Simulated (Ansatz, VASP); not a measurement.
## Ge in VASP and in Ansatz

```xyz
2
Lattice="0.0000 2.8148 2.8148 2.8148 0.0000 2.8148 2.8148 2.8148 0.0000" Properties=species:S:1:pos:R:3 pbc="T T T"
Ge    2.8148    2.8148    2.8148
Ge    4.2222    4.2222    4.2222
```

Alike in both runs: task single point; functional LDA; k mesh 10 × 10 × 10; occupations fermi-dirac, width 0.05 eV; no spin polarisation.

|  | VASP | Ansatz |
| --- | --- | --- |
| version | VASP 6.6.1 | Ansatz 0.2.0 |
| potentials or method | VASP PAW LDA potentials, release 64 (Ge_d), cutoff 520 eV | plane waves (420 eV) with PAW, scalar-relativistic |
| valence electrons in the cell | 28 | 28 |

```csv
,VASP,Ansatz,Ansatz less VASP
pressure (GPa),-0.1,-0.3,-0.20
```

Ansatz warns that its potentials were made for another functional, while VASP's fit it. LDA's correlation is that of Perdew and Zunger in VASP and of Perdew and Wang (1992) in Ansatz.
